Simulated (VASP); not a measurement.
# Al3BSb2 (Cmc2_1) in VASP: relaxation of cell and atoms with PBE

Aim: the relaxation of cell and atoms of Al3BSb2 with PBE.

Everything below comes from runs of VASP 6.6.1. Logs are shortened: lines on timing, memory, paths and dates and some standing lists are left out, and cuts for length are marked.

## Step 1: The cell of the first run

It takes space group Cmc2_1 (No. 36, orthorhombic). The conventional cell has a = 11.530 Å, b = 6.620 Å, c = 5.720 Å, α = 90.00°, β = 90.00°, γ = 90.00°. Al (site symmetry 1) has 1 B at 1.95 Å and 3 Sb at 2.38 to 2.39 Å within 2.6 Å. Within 2.7 Å of Al (site symmetry m) lie 2 B at 2.05 to 2.08 Å and 2 Sb at 2.66 Å. B (site symmetry m) has 4 Al at 1.95 to 2.08 Å within 2.6 Å. Sb (site symmetry 1) has 4 Al at 2.38 to 2.66 Å within 3.1 Å.

## Step 2: Relaxation of cell and atoms, PBE

Input file INCAR:

```
PREC = Accurate ; ENCUT = 600
EDIFF = 1E-6 ; ISMEAR = 0
SIGMA = 0.2 ; LREAL = F
LASPH = T ; NELM = 100
ALGO = Normal ; ISIF = 3
LWAVE = F ; LCHARG = F
GGA = PE ; IBRION = 2
NSW = 36 ; EDIFFG = -0.08
```

Input file KPOINTS:

```
regular mesh
0
Gamma
  3 3 3
```

Input file POSCAR:

```
Al3BSb2
1.0
    5.7650000000     -3.3100000000      0.0000000000
    5.7650000000      3.3100000000      0.0000000000
    0.0000000000      0.0000000000      5.7200000000
Al B Sb
6 2 4
Direct
    0.4523000000      0.8369000000      0.4115000000
    0.1631000000      0.5477000000      0.4115000000
    0.8865000000      0.1135000000      0.3470000000
    0.8369000000      0.4523000000      0.9115000000
    0.5477000000      0.1631000000      0.9115000000
    0.1135000000      0.8865000000      0.8470000000
    0.1700000000      0.8300000000      0.4900000000
    0.8300000000      0.1700000000      0.9900000000
    0.5180000000      0.8280000000      0.0000000000
    0.1720000000      0.4820000000      0.0000000000
    0.4820000000      0.1720000000      0.5000000000
    0.8280000000      0.5180000000      0.5000000000
```

Potentials or basis: VASP PAW PBE potentials, release 64 (Al, B, Sb).

Launch:

```bash
> cat potpaw_PBE.64/Al/POTCAR potpaw_PBE.64/B/POTCAR potpaw_PBE.64/Sb/POTCAR > POTCAR
> mpirun -np 1 vasp_std > vasp.out
```

OUTCAR:

```text
PREC = Accurate
   ENCUT = 600
   EDIFF = 1E-6
   ISMEAR = 0
   LREAL = F
   LASPH = T
   NELM = 100
   ISIF = 3
   GGA = PE
   IBRION = 2
   NSW = 36
   EDIFFG = -0.08

 ion  position               nearest neighbor table
   1  0.452  0.837  0.411-   7 1.95  12 2.38  11 2.39   9 2.39   6 3.26   3 3.27   2 3.33   9 3.39

   2  0.163  0.548  0.411-   7 1.95  11 2.38  12 2.39  10 2.39   6 3.26   3 3.27   1 3.33  10 3.39

   3  0.886  0.114  0.347-   7 2.05   8 2.08  11 2.66  12 2.66   6 3.23   6 3.23   4 3.26   5 3.26
                             1 3.27   2 3.27
   4  0.837  0.452  0.911-   8 1.95   9 2.38  10 2.39  12 2.39   3 3.26   6 3.27   5 3.33  12 3.39

   5  0.548  0.163  0.911-   8 1.95  10 2.38   9 2.39  11 2.39   3 3.26   6 3.27   4 3.33  11 3.39

   6  0.114  0.886  0.847-   8 2.05   7 2.08   9 2.66  10 2.66   3 3.23   3 3.23   1 3.26   2 3.26
                             4 3.27   5 3.27
   7  0.170  0.830  0.490-   1 1.95   2 1.95   3 2.05   6 2.08
   8  0.830  0.170  0.990-   4 1.95   5 1.95   6 2.05   3 2.08
   9  0.518  0.828  0.000-   4 2.38   5 2.39   1 2.39   6 2.66   1 3.39  12 3.52  12 3.52  11 3.59
                            11 3.59  10 3.76  10 3.76
  10  0.172  0.482  0.000-   5 2.38   4 2.39   2 2.39   6 2.66   2 3.39  11 3.52  11 3.52  12 3.59
                            12 3.59   9 3.76   9 3.76
  11  0.482  0.172  0.500-   2 2.38   1 2.39   5 2.39   3 2.66   5 3.39  10 3.52  10 3.52   9 3.59
                             9 3.59  12 3.76  12 3.76
  12  0.828  0.518  0.500-   1 2.38   2 2.39   4 2.39   3 2.66   4 3.39   9 3.52   9 3.52  10 3.59
                            10 3.59  11 3.76  11 3.76

  LATTYP: Found a base centered orthorhombic cell.
 ALAT       =     6.6200000000
 B/A-ratio  =     1.7416918429
 C/A-ratio  =     0.8640483384

  Lattice vectors:

 A1 = (  -5.7650000000,  -3.3100000000,   0.0000000000)
 A2 = (   5.7650000000,  -3.3100000000,   0.0000000000)
 A3 = (   0.0000000000,   0.0000000000,   5.7200000000)

Analysis of symmetry for initial positions (statically):
=====================================================================
 Subroutine PRICEL returns:
 Original cell was already a primitive cell.

 Routine SETGRP: Setting up the symmetry group for a
 base centered orthorhombic supercell.

 Subroutine GETGRP returns: Found  4 space group operations
 (whereof  2 operations were pure point group operations)
 out of a pool of  8 trial point group operations.

The static configuration has the point symmetry C_1h.
 The point group associated with its full space group is C_2v.

Analysis of symmetry for dynamics (positions and initial velocities):
=====================================================================
 Subroutine PRICEL returns:
 Original cell was already a primitive cell.

 Routine SETGRP: Setting up the symmetry group for a
 base centered orthorhombic supercell.

 Subroutine GETGRP returns: Found  4 space group operations
 (whereof  2 operations were pure point group operations)
 out of a pool of  8 trial point group operations.

The dynamic configuration has the point symmetry C_1h.
 The point group associated with its full space group is C_2v.

 Subroutine INISYM returns: Found  4 space group operations
 (whereof  2 operations are pure point group operations),
 and found     1 'primitive' translations

----------------------------------------------------------------------------------------

                                     Primitive cell

  volume of cell :     218.2998

  direct lattice vectors                    reciprocal lattice vectors
     5.765000000 -3.310000000  0.000000000     0.086730269 -0.151057402  0.000000000
     5.765000000  3.310000000  0.000000000     0.086730269  0.151057402  0.000000000
     0.000000000  0.000000000  5.720000000     0.000000000  0.000000000  0.174825175

  length of vectors
     6.647655602  6.647655602  5.720000000     0.174185184  0.174185184  0.174825175

  position of ions in fractional coordinates (direct lattice)
     0.452300000  0.836900000  0.411500000
     0.163100000  0.547700000  0.411500000
     0.886500000  0.113500000  0.347000000
     0.836900000  0.452300000  0.911500000
     0.547700000  0.163100000  0.911500000
     0.113500000  0.886500000  0.847000000
     0.170000000  0.830000000  0.490000000
     0.830000000  0.170000000  0.990000000
     0.518000000  0.828000000  0.000000000
     0.172000000  0.482000000  0.000000000
     0.482000000  0.172000000  0.500000000
     0.828000000  0.518000000  0.500000000

  ion indices of the primitive-cell ions
   primitive index   ion index
                 1           1
                 2           2
                 3           3
                 4           4
                 5           5
                 6           6
                 7           7
                 8           8
                 9           9
                10          10
                11          11
                12          12

----------------------------------------------------------------------------------------

 KPOINTS: regular mesh

Automatic generation of k-mesh.
 Grid dimensions read from file:
 generate k-points for:    3    3    3

 Generating k-lattice:

  Cartesian coordinates                     Fractional coordinates (reciprocal lattice)
     0.028910090 -0.050352467  0.000000000     0.333333333  0.000000000  0.000000000
     0.028910090  0.050352467  0.000000000     0.000000000  0.333333333  0.000000000
     0.000000000  0.000000000  0.058275058     0.000000000  0.000000000  0.333333333

  Length of vectors
     0.058061728  0.058061728  0.058275058

  Shift w.r.t. Gamma in fractional coordinates (k-lattice)
     0.000000000  0.000000000  0.000000000

 Subroutine IBZKPT returns following result:
 ===========================================

 Found      8 irreducible k-points:

 Following reciprocal coordinates:
            Coordinates               Weight
  0.000000  0.000000  0.000000      1.000000
  0.333333  0.000000  0.000000      4.000000
  0.333333  0.333333  0.000000      2.000000
 -0.333333  0.333333  0.000000      2.000000
  0.000000  0.000000  0.333333      2.000000
  0.333333  0.000000  0.333333      8.000000
  0.333333  0.333333  0.333333      4.000000
 -0.333333  0.333333  0.333333      4.000000
   k-points           NKPTS =      8   k-points in BZ     NKDIM =      8   number of bands    NBANDS=     29
   number of dos      NEDOS =    301   number of ions     NIONS =     12
   total plane-waves  NPLWV = 139968
   dimension x,y,z NGX =    54 NGY =   54 NGZ =   48
   dimension x,y,z NGXF=   108 NGYF=  108 NGZF=   96
   ions per type =               6   2   4
   NGX,Y,Z   is equivalent  to a cutoff of  13.50, 13.50, 13.95 a.u.
   NGXF,Y,Z  is equivalent  to a cutoff of  27.01, 27.01, 27.90 a.u.
 SYSTEM =  unknown system
   PREC   = accura    normal or accurate (medium, high low for compatibility)
   ISTART =      0    job   : 0-new  1-cont  2-samecut
   ICHARG =      2    charge: 1-file 2-atom 10-const
   ISPIN  =      1    spin polarized calculation?
   LNONCOLLINEAR =      F non collinear calculations
   LSORBIT =      F    spin-orbit coupling
   LASPH  =      T    aspherical Exc in radial PAW
   ENCUT  =  600.0 eV  44.10 Ry    6.64 a.u.  13.28 13.28 11.42*2*pi/ulx,y,z
   NELM   =    100;   NELMIN=  2; NELMDL= -5     # of ELM steps
   EDIFF  = 0.1E-05   stopping-criterion for ELM
   LREAL  =      F    real-space projection
   EDIFFG = -.8E-01   stopping-criterion for IOM
   NSW    =     36    number of steps for IOM
   IBRION =      2    ionic relax: 0-MD 1-quasi-New 2-CG
   NFREE  =      1    steps in history (QN), initial steepest desc. (CG)
   ISIF   =      3    stress and relaxation
   ISYM   =      2    0-nonsym 1-usesym 2-fastsym
   POTIM  = 0.5000    time-step for ionic-motion
   TEBEG  =    0.0;   TEEND  =   0.0 temperature during run
   PSTRESS=    0.0 pullay stress
   NELECT =      44.0000    total number of electrons
   NUPDOWN=      -1.0000    fix difference up-down
   EMIN   =  10.00;   EMAX   =-10.00  energy-range for DOS
   EFERMI =   0.00;   METHOD = LEGACY
   ISMEAR =     0;   SIGMA  =   0.20  broadening in eV -4-tet -1-fermi 0-gaus
   EFERMI_NEDOS =   21; number of points for ismear=-14 and -15
   IALGO  =     38    algorithm
   IMIX   =      4    mixing-type and parameters
     AMIX     =   0.40;   BMIX     =  1.00
     AMIX_MAG =   1.60;   BMIX_MAG =  1.00
  volume/ion in A,a.u.               =      18.19       122.76
  Fermi-wavevector in a.u.,A,eV,Ry     =   0.959860  1.813873 12.535475  0.921331
  Thomas-Fermi vector in A             =   2.089093
   LORBIT       =      0    0 simple, 1 ext, 2 COOP (PROOUT), +10 PAW based schemes
   GGA     = PE    functional components
   LHFCALC =     F    Hartree Fock is set to
   AEXX    =    0.0000 exact exchange contribution
   IVDW    =     0    specifies the selected vdW correction
   LEPSILON=     F    determine dielectric tensor
   LRPA    =     F    only Hartree local field effects (RPA)
 conjugate gradient relaxation of ions
 non-spin polarized calculation
 Gauss-broadening in eV      SIGMA  =   0.20
  energy-cutoff  :      600.00
  volume of cell :      218.30
 maximum number of plane-waves:      7309
 NGX is ok and might be reduce to    54
   NGX = 27   NGY = 27   NGZ = 23

--------------------------------------- Ionic step        1  -------------------------------------------

 number of electron      44.0000000 magnetization

 Free energy of the ion-electron system (eV)
  ---------------------------------------------------
  ext. energy  EPLUGINS =         0.00000000
  ---------------------------------------------------
  free energy    TOTEN  =       -43.15780527 eV

  energy without entropy =      -43.05088125  energy(sigma->0) =      -43.10434326

 E-fermi :   7.4874     XC(G=0): -10.0781

 val. band max:        7.4859116686   @ k =  -0.3333   0.3333   0.0000
 cond. band min:       7.5237609259   @ k =  -0.3333   0.3333   0.3333
 fundamental gap:      0.0378492573
 Fermi energy:         7.4873664890
[... 648 lines left out ...]
  FREE ENERGIE OF THE ION-ELECTRON SYSTEM (eV)
  ---------------------------------------------------
  free  energy   TOTEN  =       -49.4232588331 eV

  energy  without entropy=      -49.2644222188  energy(sigma->0) =      -49.34384053

[... ionic steps 4 to 8 ...]

--------------------------------------- Ionic step        9  -------------------------------------------

 number of electron      44.0000000 magnetization

------------------------ aborting loop because EDIFF is reached ----------------------------------------
[... 87 lines left out ...]
--------------------------------------- Ionic step       11  -------------------------------------------

 number of electron      44.0000001 magnetization

 Free energy of the ion-electron system (eV)
  ---------------------------------------------------
  ext. energy  EPLUGINS =         0.00000000
  ---------------------------------------------------
  free energy    TOTEN  =       -49.79898513 eV

  energy without entropy =      -49.65022135  energy(sigma->0) =      -49.72460324

 E-fermi :   4.7034     XC(G=0):  -9.0164

 val. band max:        4.5878640856   @ k =  -0.3333   0.3333   0.3333
 cond. band min:       4.7148344594   @ k =   0.3333   0.3333   0.3333
 fundamental gap:      0.1269703738
 Fermi energy:         4.7033556115
[... 293 lines left out ...]
  FREE ENERGIE OF THE ION-ELECTRON SYSTEM (eV)
  ---------------------------------------------------
  free  energy   TOTEN  =       -49.7989851279 eV

  energy  without entropy=      -49.6502213521  energy(sigma->0) =      -49.72460324

 reached required accuracy - stopping structural energy minimisation
```

It took 8.3 min on 1 thread of Intel Xeon Platinum 8488C (Sapphire Rapids), shared host; peak memory 0.42 GiB.

What came out:

| Quantity | Value |
| --- | --- |
| Free energy | -49.7990 eV |
| Relaxed volume | 23.82 Å³/atom |
| Relaxed cell | a = 7.252 Å, b = 7.252 Å, c = 6.307 Å, α = 90.00°, β = 90.00°, γ = 59.52° |
| Space group after relaxing (to 0.1 Å) | Cmc2_1 (No. 36) |
| Energy gained by relaxing | 553.4 meV/atom |
| Ionic steps | 11 |
| Pressure after relaxing | -0.1 GPa |
| Largest force after relaxing | 0.078 eV/Å |
| Band gap on the k mesh | zero (bands 22 and 23 overlap by 0.60 eV) |

Forces in eV/Å, atoms in the order of the input:
```
Al   0.009  0.031 -0.016
Al  -0.009  0.031 -0.016
Al   0.000 -0.057 -0.036
Al   0.009 -0.031 -0.016
Al  -0.009 -0.031 -0.016
Al   0.000  0.057 -0.036
B    0.000  0.073 -0.016
B    0.000 -0.073 -0.016
Sb  -0.056 -0.035  0.042
Sb   0.056 -0.035  0.042
Sb   0.056  0.035  0.042
Sb  -0.056  0.035  0.042
```

Step by step:
| step | energy change (eV) | largest force (eV/Å) | pressure (GPa) | volume (Å³) |
| --- | --- | --- | --- | --- |
| 1 | 0.0000 | 2.8111 | 31.20 | 218.30 |
| 2 | -4.5910 | 0.7241 | -7.52 | 350.41 |
| 3 | -6.2655 | 1.0378 | -0.63 | 291.36 |
| 4 | -6.2647 | 1.0459 | -0.31 | 289.76 |
| 5 | -6.4279 | 0.5615 | -0.25 | 288.22 |
| 6 | -6.4965 | 0.5895 | -0.01 | 286.36 |
| 7 | -6.6001 | 0.2839 | 0.07 | 285.21 |
| 8 | -6.6281 | 0.1374 | 0.23 | 284.20 |
| 9 | -6.6357 | 0.1179 | -0.04 | 285.61 |
| 10 | -6.6366 | 0.1170 | -0.18 | 286.34 |
| 11 | -6.6412 | 0.0784 | -0.07 | 285.89 |

Final structure:
```
Al B Sb
1.0
     6.29596   -3.59966    0.00000
     6.29596    3.59966    0.00000
     0.00000    0.00000    6.30737
Al B Sb
6 2 4
Direct
  0.42950 0.84153 0.42483
  0.15847 0.57050 0.42483
  0.89478 0.10522 0.33293
  0.84153 0.42950 0.92483
  0.57050 0.15847 0.92483
  0.10522 0.89478 0.83293
  0.14631 0.85369 0.50373
  0.85369 0.14631 0.00373
  0.49691 0.82941 0.98684
  0.17059 0.50309 0.98684
  0.50309 0.17059 0.48684
  0.82941 0.49691 0.48684
```

Levels at points of the mesh, in eV from the Fermi level:
```csv
k point,band 19,band 20,band 21,band 22,band 23,band 24,band 25,band 26
"(0.00, 0.00, 0.00)",-1.65,-0.54,-0.46,0.61,0.69,1.28,1.31,2.36
```

Caveat: the k points lie up to 0.34 Å⁻¹ apart in the final cell, too coarse for converged energies and pressures of a metal; the volume moved by over 15 % at a fixed basis, so the end points are rough; semilocal functionals underestimate gaps, so a narrow gap can read as zero; spin-orbit coupling is left out, which moves the levels of the heavy elements; the relaxation stopped at a loose force limit of 0.08 eV/Å, so its end isn't a converged minimum.
